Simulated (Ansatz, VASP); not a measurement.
## Hf3TiO8: VASP beside Ansatz

```xyz
12
Lattice="3.4084 -3.4030 0.0000 3.4084 3.4030 0.0000 0.0000 0.0000 6.3515" Properties=species:S:1:pos:R:3 pbc="T T T"
Hf    0.0000    0.0000    0.0000
Hf    3.4084    0.0000    1.6164
Hf    3.4084    0.0000    4.7351
Ti    0.0000    0.0000    3.1758
O     1.2996    0.0000    1.6630
O     1.2996    0.0000    4.6886
O     3.4084   -1.3237    0.0000
O     3.4084   -1.3916    3.1758
O     3.4084    1.3237    0.0000
O     3.4084    1.3916    3.1758
O     5.5171    0.0000    1.6630
O     5.5171    0.0000    4.6886
```

Alike in both runs: functional PBE; k mesh 4 × 4 × 4; occupations gaussian, width 0.1 eV; collinear spin.

Ansatz relaxed the structure, and its values are those at the end. VASP's run is a single point on that final structure, the one shown.

|  | VASP | Ansatz |
| --- | --- | --- |
| version | VASP 6.6.1 | Ansatz 0.2.0 |
| potentials or method | VASP PAW PBE potentials, release 64 (Hf_pv, Ti_sv, O), cutoff 520 eV | scalar-relativistic, plane waves, PAW |
| valence electrons in the cell | 90 | 138 |

```tsv
	VASP	Ansatz	Ansatz less VASP
gap on the k mesh at the Fermi level (eV)	2.48	2.53	+0.045
least direct gap on the mesh (eV)	2.49	2.53	+0.044
pressure (GPa)	-1.9	0.1	+1.99
rms of the force components (eV/Å)	0.078	0.009	-0.0692
net moment per atom (μB)	0.00	0.00	0.000
```

VASP's potentials hold 90 valence electrons a cell and Ansatz's 138, so a difference there can come from the potentials and not from the codes. Ansatz's warnings: seeded moment not kept.

Spin-orbit coupling is off throughout.
